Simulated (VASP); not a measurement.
Wanted: the native input for a VASP 6.6.1 run.

```yaml
Task: single point
Functional: PBE
Potentials_or_basis: VASP PAW PBE potentials, release 64 (Co, Si)
Cutoff: 520 eV
k_mesh: 14 × 14 × 14
Occupations: fermi-dirac, width 0.03 eV
Spin: collinear spin, zero start
Starting_moments: "[0.0, 0.0] μB"
Fixed_moment: 0 μB
Dipole_correction: no
Further_INCAR_settings: ALGO = Normal; EDIFF = 1e-06; NBANDS = 18
```

The structure of CoSi lies in POSCAR:

```
CoSi
1.0
    2.7813340000      0.0000000000      0.0000000000
    0.0000000000      2.7813340000      0.0000000000
    0.0000000000      0.0000000000      2.7813340000
Co Si
1 1
Direct
    0.0000000000      0.0000000000      0.0000000000
    0.5000000000      0.5000000000      0.5000000000
```

The input as run:

INCAR

```
SYSTEM = CoSi
PREC = Accurate
ENCUT = 520
EDIFF = 1E-6
ISMEAR = -1
SIGMA = 0.03
LREAL = .False.
LASPH = .True.
NELM = 150
ALGO = Normal
ISIF = 2
LWAVE = .False.
LCHARG = .False.
ISPIN = 2
MAGMOM = 0 0
LORBIT = 11
NUPDOWN = 0.0
LMAXMIX = 4
GGA = PE
NBANDS = 18
```

KPOINTS

```
regular mesh
0
Gamma
  14 14 14
  0 0 0
```

Potentials or basis: VASP PAW PBE potentials, release 64 (Co, Si).

Launch:

```bash
$ cat potpaw_PBE.64/Co/POTCAR potpaw_PBE.64/Si/POTCAR > POTCAR
$ mpirun -np 1 vasp_std > vasp.out
```

Results of the run:

```yaml
Pressure: -0.5 GPa
Net_moment: 0.00 μB per cell
Valence_electrons_inside_the_program's_atomic_spheres: Co 8.62; Si 1.57
```

Caveat: the total moment is fixed, so each spin has its own Fermi level.

Run time: 32 s on 1 thread of Intel(R) Xeon(R) Platinum 8559C (Emerald Rapids), with other jobs on the host, peak memory 0.2 GiB.
